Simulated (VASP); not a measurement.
Write the native input for VASP 6.6.1 that does the following.

- Task: single point
- Functional: PBEsol
- Potentials or basis: VASP PAW PBE potentials, release 64 (Re)
- Cutoff: 520 eV
- k mesh: 11 × 11 × 6
- Occupations: fermi-dirac, width 0.05 eV
- Spin: non-collinear spin, zero start, spin-orbit coupling
- Starting moments: [[0.0, 0.0, 0.0], [0.0, 0.0, 0.0]] μB
- Dipole correction: no
- Further INCAR settings: ALGO = Normal; EDIFF = 1e-06; NBANDS = 26

The structure of Re lies in POSCAR:

```
Re
1.0
    2.7422705826      0.0000000000      0.0000000000
   -1.3711352913      2.3748759886      0.0000000000
    0.0000000000      0.0000000000      4.4282782931
Re
2
Direct
    0.6666666667      0.3333333333      0.7500000000
    0.3333333333      0.6666666667      0.2500000000
```

These files were run (other wordings do the same):

INCAR

```
  ALGO = Normal
  EDIFF = 1E-6
  ENCUT = 520
  GGA = PS
  GGA_COMPAT = F
  ISIF = 2
  ISMEAR = -1
  LASPH = T
  LCHARG = F
  LMAXMIX = 4
  LORBIT = 11
  LORBMOM = T
  LREAL = F
  LSORBIT = T
  LWAVE = F
  MAGMOM = 0 0 0 0 0 0
  NBANDS = 26
  NELM = 150
  PREC = Accurate
  SIGMA = 0.05
```

KPOINTS

```
k-points
0
Gamma
  11 11 6
```

Potentials or basis: VASP PAW PBE potentials, release 64 (Re).

Run with:

```sh
$ cat potpaw_PBE.64/Re/POTCAR > POTCAR
$ mpirun -np 1 vasp_ncl > vasp.out
```

Results of the run:

```yaml
Pressure: 4.5 GPa
Net_moment: 0.00 μB per cell
Valence_electrons_inside_the_program's_atomic_spheres: Re 6.22
```

Caveat: the cell stands under pressure; the PAW data sets were made with another functional, which shifts forces and pressure a little.

Wall time 58 s on 1 thread of Intel(R) Xeon(R) 6975P-C (Granite Rapids), on a shared host, peak memory 0.24 GiB.
